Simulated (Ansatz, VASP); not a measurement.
**SbPt: VASP beside Ansatz**

```
Sb Pt
1.0
     4.13000    0.00000    0.00000
    -2.06500    3.57668    0.00000
     0.00000    0.00000    5.58144
Sb Pt
2 2
Direct
  0.33333 0.66667 0.25000
  0.66667 0.33333 0.75000
  0.00000 0.00000 0.00000
  0.00000 0.00000 0.50000
```

Change from the starting cell: zz strain of +2 %, PAW files.

Alike in both runs: task electric field gradients; functional LDA; k mesh 11 × 11 × 8; occupations fermi-dirac, width 0.08 eV; no spin polarisation.

```csv
,VASP,Ansatz
version,VASP 6.6.1,Ansatz 0.2.0
potentials or method,"VASP PAW LDA potentials, release 64 (Sb, Pt)","PAW with Ansatz's default frozen-core files, scalar-relativistic"
plane-wave cutoff (eV),520,420
valence electrons in the cell,30,66
```

```csv
,VASP,Ansatz,Ansatz less VASP
pressure (GPa),-2.9,-3.1,-0.22
"traceless stress, the component that is largest in VASP (GPa)",-2.33,-2.45,-0.123
size of Vzz on the site where it differs most (V/Å²),95.0,34.7,-60.24
```

LDA's correlation is that of Perdew and Zunger in VASP and of Perdew and Wang (1992) in Ansatz. VASP's potentials hold 30 valence electrons a cell and Ansatz's 66, so a difference there can come from the potentials and not from the codes.

Spin-orbit coupling is off throughout.
